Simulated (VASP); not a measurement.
Write the native input for VASP 6.6.1 that does the following.

| Quantity | Value |
| --- | --- |
| Task | electric field gradients |
| Functional | PBE |
| Potentials or basis | VASP PAW PBE potentials, release 64 (Li_sv, H) |
| Cutoff | 520 eV |
| k mesh | 10 × 10 × 10 |
| Occupations | fermi-dirac, width 0.05 eV |
| Spin | no spin polarisation |
| Dipole correction | no |
| Further INCAR settings | ALGO = Normal; EDIFF = 1e-08; NBANDS = 9 |

The structure of LiH (zincblende type) lies in POSCAR:

```
LiH
1.0
    0.0000000000      2.1448522242      2.1448522242
    2.1448522242      0.0000000000      2.1448522242
    2.1448522242      2.1448522242      0.0000000000
Li H
1 1
Direct
    0.0000000000      0.0000000000      0.0000000000
    0.2500000000      0.2500000000      0.2500000000
```

The input as run:

INCAR

```
SYSTEM = LiH
PREC     = Accurate       ! precision mode
ENCUT    = 520            ! plane-wave cutoff, eV
EDIFF    = 1E-8           ! SCF threshold, eV
ISMEAR   = -1             ! smearing method
SIGMA    = 0.05           ! smearing width, eV
LREAL    = .False.        ! projectors in reciprocal space
LASPH    = .True.         ! aspherical terms in the spheres
NELM     = 80             ! most SCF steps
ALGO     = Normal         ! electronic algorithm
ISIF     = 2              ! what is computed and relaxed
LWAVE    = .False.        ! write WAVECAR
LCHARG   = .False.        ! write CHGCAR
GGA      = PE             ! functional
LEFG     = .True.       
NBANDS   = 9              ! bands
```

KPOINTS

```
regular mesh
0
Gamma
  10 10 10
  0 0 0
```

Potentials or basis: VASP PAW PBE potentials, release 64 (Li_sv, H).

The run is started by

```sh
$ cat potpaw_PBE.64/Li_sv/POTCAR potpaw_PBE.64/H/POTCAR > POTCAR
$ mpirun -np 1 vasp_std > vasp.out
```

It gave:

The band gap on the k mesh is 4.24 eV, indirect (least direct gap 5.27 eV).

Caveat: without QUAD_EFG the Cq values of the log hold for a quadrupole moment of 1 mb, not for the nuclei.

Run time: 4.4 s on 1 thread of Intel(R) Xeon(R) Platinum 8488C (Sapphire Rapids), on a shared host, peak memory 0.13 GiB.
